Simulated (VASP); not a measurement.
# CdSe (P6_3mc) in VASP: a series of runs

The runs below take CdSe through single point, with r2SCAN.

All numbers are computed with VASP 6.6.1; they aren't measurements. Logs are shortened: lines on timing, memory, paths and dates and some standing lists are left out, and cuts for length are marked.

## 1. The cell of the first run

It takes space group P6_3mc (No. 186, hexagonal). The conventional cell has a = 4.513 Å, b = 4.513 Å, c = 7.191 Å, α = 90.00°, β = 90.00°, γ = 120.00°. Cd (site symmetry 3m) has 4 Se at 2.70 to 2.76 Å within 3.6 Å. Se (site symmetry 3m) has 4 Cd at 2.70 to 2.76 Å within 3.6 Å.

## 2. Single point, r2SCAN (strain +0.050 along x and y, +0.025 along z)

Contents of POSCAR:

```
CdSe
1.0
    4.5134249099      0.0000000000      0.0000000000
   -2.2567124550      3.9087406301      0.0000000000
    0.0000000000      0.0000000000      7.1905800000
Cd Se
2 2
Direct
    0.6666666667      0.3333333333      0.0000000000
    0.3333333333      0.6666666667      0.5000000000
    0.6666666667      0.3333333333      0.3750000000
    0.3333333333      0.6666666667      0.8750000000
```

Contents of INCAR.step1:

```
SYSTEM = CdSe
ALGO     = Normal         ! electronic algorithm
EDIFF    = 1E-4           ! SCF threshold, eV
ENCUT    = 520            ! plane-wave cutoff, eV
GGA      = PE             ! functional
ISMEAR   = 0              ! smearing method
LASPH    = .TRUE.         ! aspherical terms in the spheres
LCHARG   = .FALSE.        ! write CHGCAR
LREAL    = .FALSE.        ! projectors in reciprocal space
LWAVE    = .TRUE.         ! write WAVECAR
NBANDS   = 26             ! bands
NELM     = 60             ! most SCF steps
PREC     = Accurate       ! precision mode
SIGMA    = 0.05           ! smearing width, eV
```

Contents of INCAR.step2:

```
SYSTEM = CdSe
ALGO     = Normal         ! electronic algorithm
EDIFF    = 1E-7           ! SCF threshold, eV
ENCUT    = 520            ! plane-wave cutoff, eV
ISIF     = 2              ! what is computed and relaxed
ISMEAR   = 0              ! smearing method
ISTART   = 1            
LASPH    = .TRUE.         ! aspherical terms in the spheres
LCHARG   = .TRUE.         ! write CHGCAR
LELF     = .TRUE.         ! ELF
LMIXTAU  = .TRUE.       
LREAL    = .FALSE.        ! projectors in reciprocal space
LVHAR    = .TRUE.       
LWAVE    = .FALSE.        ! write WAVECAR
METAGGA  = R2SCAN         ! meta-GGA
NBANDS   = 26             ! bands
NELM     = 60             ! most SCF steps
PREC     = Accurate       ! precision mode
SIGMA    = 0.05           ! smearing width, eV
```

Contents of KPOINTS:

```
k-points
0
G
  6 6 4
  0 0 0
```

Potentials or basis: VASP PAW PBE potentials, release 64 (Cd, Se).

Run with:

```
$ cat potpaw_PBE.64/Cd/POTCAR potpaw_PBE.64/Se/POTCAR > POTCAR
$ cp INCAR.step1 INCAR
$ mpirun -np 1 vasp_std > vasp.out
$ cp INCAR.step2 INCAR
$ mpirun -np 1 vasp_std > vasp.out
```

OUTCAR:

```text
SYSTEM = CdSe
   EDIFF = 1E-7
   ENCUT = 520
   ISIF = 2
   ISMEAR = 0
   ISTART = 1
   LASPH = .TRUE.
   LREAL = .FALSE.
   METAGGA = R2SCAN
   NELM = 60
   PREC = Accurate

 ion  position               nearest neighbor table
   1  0.667  0.333  0.000-   3 2.70   4 2.76   4 2.76   4 2.76
   2  0.333  0.667  0.500-   4 2.70   3 2.76   3 2.76   3 2.76
   3  0.667  0.333  0.375-   1 2.70   2 2.76   2 2.76   2 2.76
   4  0.333  0.667  0.875-   2 2.70   1 2.76   1 2.76   1 2.76

  LATTYP: Found a hexagonal cell.
 ALAT       =     4.5134249099
 C/A-ratio  =     1.5931537898

  Lattice vectors:

 A1 = (   4.5134249099,   0.0000000000,   0.0000000000)
 A2 = (  -2.2567124550,   3.9087406301,   0.0000000000)
 A3 = (   0.0000000000,   0.0000000000,   7.1905800000)

Analysis of symmetry for initial positions (statically):
=====================================================================
 Subroutine PRICEL returns:
 Original cell was already a primitive cell.

 Routine SETGRP: Setting up the symmetry group for a
 hexagonal supercell.

 Subroutine GETGRP returns: Found 12 space group operations
 (whereof  6 operations were pure point group operations)
 out of a pool of 24 trial point group operations.

The static configuration has the point symmetry C_3v.
 The point group associated with its full space group is C_6v.

Analysis of symmetry for dynamics (positions and initial velocities):
=====================================================================
 Subroutine PRICEL returns:
 Original cell was already a primitive cell.

 Routine SETGRP: Setting up the symmetry group for a
 hexagonal supercell.

 Subroutine GETGRP returns: Found 12 space group operations
 (whereof  6 operations were pure point group operations)
 out of a pool of 24 trial point group operations.

The dynamic configuration has the point symmetry C_3v.
 The point group associated with its full space group is C_6v.

 Subroutine INISYM returns: Found 12 space group operations
 (whereof  6 operations are pure point group operations),
 and found     1 'primitive' translations

----------------------------------------------------------------------------------------

                                     Primitive cell

  volume of cell :     126.8548

  direct lattice vectors                    reciprocal lattice vectors
     4.513424910  0.000000000  0.000000000     0.221561236  0.127918439  0.000000000
[... 86 lines left out ...]
   EDIFF  = 0.1E-06   stopping-criterion for ELM
   LREAL  =      F    real-space projection
   EDIFFG = 0.1E-05   stopping-criterion for IOM
   NSW    =      0    number of steps for IOM
   IBRION =     -1    ionic relax: 0-MD 1-quasi-New 2-CG
   NFREE  =      0    steps in history (QN), initial steepest desc. (CG)
   ISIF   =      2    stress and relaxation
   ISYM   =      2    0-nonsym 1-usesym 2-fastsym
   POTIM  = 0.5000    time-step for ionic-motion
   TEBEG  =    0.0;   TEEND  =   0.0 temperature during run
   PSTRESS=    0.0 pullay stress
   NELECT =      36.0000    total number of electrons
   NUPDOWN=      -1.0000    fix difference up-down
   EMIN   =  10.00;   EMAX   =-10.00  energy-range for DOS
   EFERMI =   0.00;   METHOD = LEGACY
   ISMEAR =     0;   SIGMA  =   0.05  broadening in eV -4-tet -1-fermi 0-gaus
   EFERMI_NEDOS =   21; number of points for ismear=-14 and -15
   IALGO  =     38    algorithm
   IMIX   =      4    mixing-type and parameters
     AMIX     =   0.40;   BMIX     =  1.00
     AMIX_MAG =   1.60;   BMIX_MAG =  1.00
  volume/ion in A,a.u.               =      31.71       214.01
  Fermi-wavevector in a.u.,A,eV,Ry     =   1.075821  2.033007 15.747257  1.157391
  Thomas-Fermi vector in A             =   2.211688
   LORBIT       =      0    0 simple, 1 ext, 2 COOP (PROOUT), +10 PAW based schemes
   METAGGA = R2SCAN    functional components
   LHFCALC =     F    Hartree Fock is set to
   AEXX    =    0.0000 exact exchange contribution
   IVDW    =     0    specifies the selected vdW correction
   LEPSILON=     F    determine dielectric tensor
   LRPA    =     F    only Hartree local field effects (RPA)
 non-spin polarized calculation
 Gauss-broadening in eV      SIGMA  =   0.05
  energy-cutoff  :      520.00
  volume of cell :      126.85
 maximum number of plane-waves:      3470
 NGX is ok and might be reduce to    36
   NGX = 17   NGY = 17   NGZ = 27

 number of electron      35.9999998 magnetization

 Free energy of the ion-electron system (eV)
  ---------------------------------------------------
  ext. energy  EPLUGINS =         0.00000000
  ---------------------------------------------------
  free energy    TOTEN  =       -71.68312598 eV

  energy without entropy =      -71.68312598  energy(sigma->0) =      -71.68312598

 E-fermi :   0.0056     XC(G=0):  -8.8570

 val. band max:       -0.2402224089   @ k =   0.0000   0.0000   0.0000
 cond. band min:       0.6406956954   @ k =   0.0000   0.0000   0.0000
 fundamental gap:      0.8809181043
 Fermi energy:         0.0056032867

 k-point     1 :       0.0000    0.0000    0.0000
  band No.  band energies     occupation
      1     -12.6357      2.00000
      2     -12.3317      2.00000
      3      -8.0943      2.00000
      4      -8.0649      2.00000
      5      -8.0649      2.00000
      6      -8.0076      2.00000
[... 598 lines left out ...]
     25       8.6648      0.00000
     26       8.6648      0.00000

------------------------ aborting loop because EDIFF is reached ----------------------------------------

  FORCE on cell =-STRESS in cart. coord.  units (eV):
  Direction    XX          YY          ZZ          XY          YZ          ZX
  --------------------------------------------------------------------------------------
  -------------------------------------------------------------------------------------
  Total       -3.3280131     -3.3280131     -2.1111488      0.0000000     -0.0000000      0.0000000
  in kB      -42.0328288    -42.0328288    -26.6638240      0.0000000     -0.0000000      0.0000000
  external PRESSURE =     -36.9098272 kB  Pullay stress =       0.0000000 kB

 VOLUME and BASIS-vectors are now :
 -----------------------------------------------------------------------------
  energy-cutoff  :      520.00
  volume of cell :      126.85
      direct lattice vectors                 reciprocal lattice vectors
     4.513424910  0.000000000  0.000000000     0.221561236  0.127918439  0.000000000
    -2.256712455  3.908740630  0.000000000     0.000000000  0.255836878  0.000000000
     0.000000000  0.000000000  7.190580000     0.000000000  0.000000000  0.139070840

 POSITION                                       TOTAL-FORCE (eV/Angst)
 -----------------------------------------------------------------------------------
      2.25671      1.30291      0.00000        -0.000000      0.000000     -0.125084
     -0.00000      2.60583      3.59529         0.000000     -0.000000     -0.125084
      2.25671      1.30291      2.69647        -0.000000     -0.000000      0.125084
     -0.00000      2.60583      6.29176         0.000000      0.000000      0.125084
 -----------------------------------------------------------------------------------
    total drift:                                0.000000     -0.000000     -0.003117

  FREE ENERGIE OF THE ION-ELECTRON SYSTEM (eV)
  ---------------------------------------------------
  free  energy   TOTEN  =       -71.6831259824 eV

  energy  without entropy=      -71.6831259824  energy(sigma->0) =      -71.68312598
```

OUTCAR.step1:

```text
SYSTEM = CdSe
   EDIFF = 1E-4
   ENCUT = 520
   GGA = PE
   ISMEAR = 0
   LASPH = .TRUE.
   LREAL = .FALSE.
   NELM = 60
[... 833 lines left out ...]
     -0.00000      2.60583      3.59529         0.000000      0.000000     -0.126750
      2.25671      1.30291      2.69647         0.000000     -0.000000      0.126750
     -0.00000      2.60583      6.29176        -0.000000      0.000000      0.126750
 -----------------------------------------------------------------------------------
    total drift:                               -0.000000     -0.000000      0.001051

  FREE ENERGIE OF THE ION-ELECTRON SYSTEM (eV)
  ---------------------------------------------------
  free  energy   TOTEN  =       -10.9277518783 eV

  energy  without entropy=      -10.9277518783  energy(sigma->0) =      -10.92775188
```

OSZICAR.step1:

```text
N       E                     dE             d eps       ncg     rms          rms(c)
DAV:   1     0.238012998426E+03    0.23801E+03   -0.16867E+04  1092   0.123E+03
DAV:   2     0.172450736251E+01   -0.23629E+03   -0.22870E+03  1222   0.302E+02
DAV:   3    -0.116114718600E+02   -0.13336E+02   -0.13259E+02  1282   0.707E+01
DAV:   4    -0.117316730578E+02   -0.12020E+00   -0.12004E+00  1244   0.647E+00
DAV:   5    -0.117324278904E+02   -0.75483E-03   -0.75481E-03  1234   0.490E-01    0.691E+00
DAV:   6    -0.109567939690E+02    0.77563E+00   -0.13375E+00  1158   0.102E+01    0.568E+00
DAV:   7    -0.109264386275E+02    0.30355E-01   -0.42194E-01  1140   0.324E+00    0.253E+00
DAV:   8    -0.109273138138E+02   -0.87519E-03   -0.31725E-02  1152   0.171E+00    0.341E-01
DAV:   9    -0.109274005372E+02   -0.86723E-04   -0.53361E-03  1216   0.739E-01    0.825E-02
DAV:  10    -0.109276679751E+02   -0.26744E-03   -0.71984E-04  1142   0.255E-01    0.689E-02
DAV:  11    -0.109277518783E+02   -0.83903E-04   -0.19303E-04   966   0.750E-02
   1 F= -.10927752E+02 E0= -.10927752E+02  d E =-.182807E-10
```

Run time: 10 min. Hardware: 1 thread of Intel Xeon 8259CL, shared host; peak memory 0.31 GiB.

Results:

| Quantity | Value |
| --- | --- |
| Free energy | -71.6831 eV |
| Pressure | -3.7 GPa |
| Largest force | 0.125 eV/Å |
| Band gap on the k mesh | 0.88 eV |

Forces in eV/Å, atoms in the order of the input:
```
Cd   0.000  0.000 -0.125
Cd   0.000  0.000 -0.125
Se   0.000  0.000  0.125
Se   0.000  0.000  0.125
```

Levels at points of the mesh, in eV from the valence-band top:
| k point | band 16 | band 17 | band 18 | band 19 | band 20 | band 21 |
| --- | --- | --- | --- | --- | --- | --- |
| (0.00, 0.00, 0.00) | -0.01 | -0.01 | 0.00 | 0.88 | 2.43 | 6.27 |
| (0.50, 0.00, 0.00) | -1.55 | -1.07 | -0.57 | 3.43 | 3.61 | 5.18 |
| (0.00, 0.00, 0.50) | -0.35 | -0.35 | -0.35 | 2.55 | 2.55 | 6.18 |
| (0.50, 0.00, 0.50) | -1.10 | -1.07 | -1.07 | 3.27 | 3.27 | 5.26 |

Caveat: the cell differs from its parent crystal (strain +0.050 along x and y, +0.025 along z); the cell stands under tension; the PAW data sets were made with another functional, which shifts forces and pressure a little.

(Part 1 of 2 ends here.)
